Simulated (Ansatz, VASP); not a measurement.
**Ca2C: VASP beside Ansatz**

The input INCAR:

```
PREC = Accurate ; ENCUT = 600
EDIFF = 1E-6 ; ISMEAR = 0
SIGMA = 0.01 ; LREAL = F
LASPH = T ; NELM = 120
ALGO = Normal ; ISIF = 2
LWAVE = F ; LCHARG = T
GGA = PE ; LELF = T
LVHAR = T ; NBANDS = 19
GGA_COMPAT = F
```

File KPOINTS:

```
Automatic mesh
0
Gamma
  4 4 4
```

Contents of POSCAR:

```
Ca2C
1.0
    0.0000000000      3.1285803947      3.1285803947
    3.1285803947      0.0000000000      3.1285803947
    3.1285803947      3.1285803947      0.0000000000
C Ca
1 2
Direct
    0.0000000000      0.0000000000      0.0000000000
    0.2500000000      0.2500000000      0.2500000000
    0.7500000000      0.7500000000      0.7500000000
```

Input for Ansatz:

```yaml
crystal:
  lattice:
    - [0.0, 3.1285803947, 3.1285803947]
    - [3.1285803947, 0.0, 3.1285803947]
    - [3.1285803947, 3.1285803947, 0.0]
  atoms:
    - { symbol: C, position: [0.0, 0.0, 0.0] }
    - { symbol: Ca, position: [0.25, 0.25, 0.25] }
    - { symbol: Ca, position: [0.75, 0.75, 0.75] }
kpoints:
  mp_grid: { grid: [4, 4, 4] }
hamiltonian:
  xc: pbe
scf:
  occupations: { method: fixed }
output:
  optics:
    e_range: [0, 20]
    de: 0.2
    sigma: 0.4
    scissors: 0.3
    scheme: gaussian
    bands: { spectra_wanted_up_to: 20 }
    kdotp_interpolation: "off"
```

Alike in both runs: task single point; functional PBE; k mesh 4 × 4 × 4; no spin polarisation.

|  | VASP | Ansatz |
| --- | --- | --- |
| version | VASP 6.6.1 | Ansatz 0.2.0 |
| potentials or method | VASP PAW PBE potentials, release 64 (C, Ca_sv) | plane waves, PAW |
| plane-wave cutoff (eV) | 600 | 420 |
| occupations | gaussian, width 0.01 eV | fixed |
| valence electrons in the cell | 24 | 24 |

Ansatz gave:

```
gap on the k mesh at the Fermi level (eV) : 0.21
```

Problem. What did VASP give for the same quantities?

Solution. gap on the k mesh at the Fermi level (eV): 0.20.

The k mesh is coarse, so the values compare programs but aren't converged.
